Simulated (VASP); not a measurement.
Here is a VASP 6.6.1 calculation.

The input INCAR:

```
PREC = Accurate
ENCUT = 520
EDIFF = 1E-6
ISMEAR = -1
SIGMA = 0.05
LREAL = False
LASPH = True
NELM = 100
ALGO = Normal
ISIF = 2
LWAVE = False
LCHARG = False
GGA = PS
IVDW = 13
NBANDS = 16
```

File KPOINTS:

```
regular mesh
0
Gamma
  10 10 5
```

Contents of POSCAR:

```
SiC
1.0
    3.0760000000      0.0000000000      0.0000000000
   -1.5380000000      2.6638941420      0.0000000000
    0.0000000000      0.0000000000      5.0480000000
Si C
2 2
Direct
    0.6666666667      0.3333333333      0.5000000000
    0.3333333333      0.6666666667      0.0000000000
    0.6666666667      0.3333333333      0.8850000000
    0.3333333333      0.6666666667      0.3850000000
```

Potentials or basis: VASP PAW PBE potentials, release 64 (Si, C).

Command:

```console
$ cat potpaw_PBE.64/Si/POTCAR potpaw_PBE.64/C/POTCAR > POTCAR
$ mpirun -np 1 vasp_std > vasp.out
```

(1) Estimate the largest force.

(2) Estimate the pressure.

(3) What does it give for the dispersion energy per atom?

Results:

(1) 0.743 eV/Å.

(2) -1.8 GPa.

(3) -0.186 eV.

Caveat: the PAW data sets were made with another functional, which shifts forces and pressure a little.
